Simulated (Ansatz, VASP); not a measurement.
## One calculation of SiSbTe2, two programs

The input INCAR:

```
SYSTEM = SiSbTe2
PREC = Accurate
ENCUT = 600
EDIFF = 1E-7
ISMEAR = 0
SIGMA = 0.1
LREAL = .False.
LASPH = .True.
NELM = 80
ALGO = Normal
ISIF = 3
LWAVE = .False.
LCHARG = .False.
GGA = PE
IBRION = 2
NSW = 90
EDIFFG = -0.04
```

KPOINTS

```
regular mesh
0
Gamma
  4 4 4
  0 0 0
```

Contents of POSCAR:

```
SiSbTe2
1.0
    4.0364628000      0.0000000000      0.0000000000
    0.0000000000      4.0364628000      0.0000000000
    0.0000000000      0.0000000000      5.6852458800
Si Sb Te
1 1 2
Direct
    0.0000000000      0.0000000000      0.0000000000
    0.5000000000      0.5000000000      0.5000000000
    0.5000000000      0.0000000000      0.7382648000
    0.0000000000      0.5000000000      0.2617352000
```

Input for Ansatz:

```yaml
crystal:
  lattice:
    - [4.0364628, 0.0, 0.0]
    - [0.0, 4.0364628, 0.0]
    - [0.0, 0.0, 5.68524588]
  atoms:
    - { symbol: Si, position: [0.0, 0.0, 0.0] }
    - { symbol: Sb, position: [0.5, 0.5, 0.5] }
    - { symbol: Te, position: [0.5, 0.0, 0.7382648] }
    - { symbol: Te, position: [0.0, 0.5, 0.2617352] }
basis:
  ecutwfc: 420
kpoints:
  mp_grid: { grid: [4, 4, 4] }
hamiltonian:
  xc: pbe
scf:
  occupations: { method: gaussian, width: 0.1 }
  lower_state_search: "off"
output:
  forces: true
  stress: true
  eigenvalues: true
relax:
  adjacent_minimum: "off"
  f_tol: 0.04
  max_steps: 70
  cell: { stress_tol: 0.4 }
```

Change from the starting cell: species swapped into the AlGaN2 type (P-4m2, No. 115).

Alike in both runs: task relaxation of cell and atoms; functional PBE; k mesh 4 × 4 × 4; occupations gaussian, width 0.1 eV; no spin polarisation.

|  | VASP | Ansatz |
| --- | --- | --- |
| version | VASP 6.6.1 | Ansatz 0.2.0 |
| potentials or method | VASP PAW PBE potentials, release 64 (Si, Sb, Te), cutoff 600 eV | scalar-relativistic, plane waves, PAW |
| valence electrons in the cell | 21 | 51 |

```csv
,VASP,Ansatz,Ansatz less VASP
"gap on the k mesh at the Fermi level, each at its own relaxed structure (eV)",none,none,-
relaxed volume (Å³/atom),33.81,33.59,-0.222
relaxed cell length with the largest relative difference (Å),4.012,3.996,-0.0161
```

A gap of «none» marks a metal or a gap that the smearing closes. VASP's potentials hold 21 valence electrons a cell and Ansatz's 51, so a difference there can come from the potentials and not from the codes.

The k mesh is coarse, so the values compare programs but aren't converged. Spin-orbit coupling is off throughout. Noted on VASP's run: the volume moved by over 15 % at a fixed basis, so the end points are rough.
